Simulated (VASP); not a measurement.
Runs of VASP 6.6.1 on SiO2. The structure is that of space group P6_222 (No. 180), or close to it. The cells are those of the table. 

```tsv
task	cell	cutoff (eV)	smearing	gap on the mesh (eV)	pressure (GPa)	relaxed volume (Å³/atom)	largest force (eV/Å)
relaxation of cell and atoms	relaxed from a = 4.997, b = 4.997, c = 5.457 Å, angles 90.0, 90.0, 120.0°, 9 atoms	600	gaussian 0.1 eV	5.54	0.0	13.83	0.01
relaxation of cell and atoms	relaxed from a = 5.081, b = 5.081, c = 5.559 Å, angles 90.0, 90.0, 120.0°, 9 atoms	600	gaussian 0.02 eV	5.54	0.0	13.83	-
single point	a = 5.081, b = 5.081, c = 5.559 Å, angles 90.0, 90.0, 120.0°, 9 atoms	520	gaussian 0.1 eV	5.55	(a)	-	0.02
single point	a = 5.080, b = 5.080, c = 5.559 Å, angles 90.0, 90.0, 120.0°, 9 atoms	520	gaussian 0.02 eV	5.55	0.5	-	-
```

Alike in all rows: level PBEsol; potentials or basis VASP PAW PBE potentials, release 64 (Si, O); no spin polarisation; k mesh 6 × 6 × 4.

Q: Fill in the values left out.

A: (a) 0.6.

Caveats: the PAW data sets were made with another functional, which shifts forces and pressure a little; the relaxation stopped at a loose force limit of 0.05 eV/Å, so its end isn't a converged minimum (some runs).

A k mesh can miss the band edges.
